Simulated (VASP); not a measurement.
Here is a VASP 6.6.1 calculation.

POSCAR

```
BN
1.0
    0.0000000000      1.8048245542      1.8048245542
    1.8048245542      0.0000000000      1.8048245542
    1.8048245542      1.8048245542      0.0000000000
B N
1 1
Direct
    0.0000000000      0.0000000000      0.0000000000
    0.2500000000      0.2500000000      0.2500000000
```

File INCAR.step1:

```
ALGO     = Normal         # electronic algorithm
EDIFF    = 1E-8           # SCF threshold, eV
ENCUT    = 500            # plane-wave cutoff, eV
GGA      = PE             # functional
ISMEAR   = 0              # smearing method
LASPH    = True           # aspherical terms in the spheres
LCHARG   = False          # write CHGCAR
LREAL    = False          # projectors in reciprocal space
LWAVE    = True           # write WAVECAR
NELM     = 100            # most SCF steps
PREC     = Accurate       # precision mode
SIGMA    = 0.01           # smearing width, eV
```

INCAR.step2

```
ALGO     = Exact          # electronic algorithm
EDIFF    = 1E-8           # SCF threshold, eV
ENCUT    = 500            # plane-wave cutoff, eV
GGA      = PE             # functional
ISMEAR   = 0              # smearing method
ISTART   = 1            
LASPH    = True           # aspherical terms in the spheres
LCHARG   = False          # write CHGCAR
LOPTICS  = True           # frequency-dependent dielectric function
LREAL    = False          # projectors in reciprocal space
LWAVE    = True           # write WAVECAR
NBANDS   = 34             # bands
NELM     = 1              # most SCF steps
PREC     = Accurate       # precision mode
SIGMA    = 0.01           # smearing width, eV
```

File INCAR.step3:

```
ALGO     = EVGW0          # electronic algorithm
EDIFF    = 1E-8           # SCF threshold, eV
ENCUT    = 500            # plane-wave cutoff, eV
ENCUTGW  = 80.0           # cutoff of the response function
GGA      = PE             # functional
ISMEAR   = 0              # smearing method
ISTART   = 1            
LASPH    = True           # aspherical terms in the spheres
LCHARG   = False          # write CHGCAR
LREAL    = False          # projectors in reciprocal space
LWAVE    = False          # write WAVECAR
NBANDS   = 34             # bands
NBANDSGW = 12           
NELMGW   = 1            
NOMEGA   = 96             # frequency points
OMEGAMAX = 20           
PREC     = Accurate       # precision mode
PRECFOCK = Fast         
SIGMA    = 0.01           # smearing width, eV
```

Contents of KPOINTS:

```
k-points
0
Gamma
  10 10 10
```

Potentials or basis: VASP PAW PBE potentials, release 64 (B_GW, N_GW).

The run is started by

```bash
$ cat potpaw_PBE.64/B_GW/POTCAR potpaw_PBE.64/N_GW/POTCAR > POTCAR
$ cp INCAR.step1 INCAR
$ mpirun -np 1 vasp_std > vasp.out
$ cp INCAR.step2 INCAR
$ mpirun -np 1 vasp_std > vasp.out
$ cp INCAR.step3 INCAR
$ mpirun -np 1 vasp_std > vasp.out
```

**Question.** Predict the quasiparticle gap.

**Answer.** 5.61 eV.

**Question.** What does it give for the least direct quasiparticle gap?

**Answer.** 10.76 eV.

**Question.** Estimate the least direct gap of the starting levels on the mesh.

**Answer.** 8.84 eV.

**Question.** What does it give for the band gap of the starting levels on the mesh?

**Answer.** 4.47 eV.

Caveat: bands, screening cutoff and mesh are small and nothing is extrapolated, so the quasiparticle values aren't converged.
